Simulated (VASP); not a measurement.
A run of VASP 6.6.1 is set up as follows.

The input INCAR:

```
ALGO     = Normal         # electronic algorithm
DIPOL    = 0.5 0.5 0.500
EDIFF    = 1E-6           # SCF threshold, eV
ENCUT    = 400            # plane-wave cutoff, eV
GGA      = CA             # functional
GGA_COMPAT= F            
IDIPOL   = 3            
ISIF     = 2              # what is computed and relaxed
ISMEAR   = 1              # smearing method
LASPH    = T              # aspherical terms in the spheres
LCHARG   = F              # write CHGCAR
LDIPOL   = T            
LREAL    = F              # projectors in reciprocal space
LWAVE    = F              # write WAVECAR
NBANDS   = 32             # bands
NELM     = 120            # most SCF steps
NELMDL   = -8           
PREC     = Accurate       # precision mode
SIGMA    = 0.1            # smearing width, eV
```

Contents of KPOINTS:

```
k-points
0
Gamma
  6 6 1
```

POSCAR

```
Zn
1.0
    2.7786128662      0.0000000000      0.0000000000
    0.0000000000      2.7786128662      0.0000000000
    0.0000000000      0.0000000000     17.8943280000
Zn
4
Direct
    0.0000000000      0.0000000000      0.3353017783
    0.5000000000      0.5000000000      0.4451005928
    0.0000000000      0.0000000000      0.5548994072
    0.5000000000      0.5000000000      0.6646982217
```

Potentials or basis: VASP PAW LDA potentials, release 64 (Zn).

Launch:

```bash
$ cat potpaw_LDA.64/Zn/POTCAR > POTCAR
$ mpirun -np 1 vasp_std > vasp.out
```

(1) Predict the band gap on the k mesh.

(2) Estimate the largest force.

## Answers

(1) zero (bands 24 and 25 overlap by 1.92 eV).

(2) 0.384 eV/Å.

Caveat: the k points lie up to 0.38 Å⁻¹ apart, too coarse for converged energies and pressures of a metal.
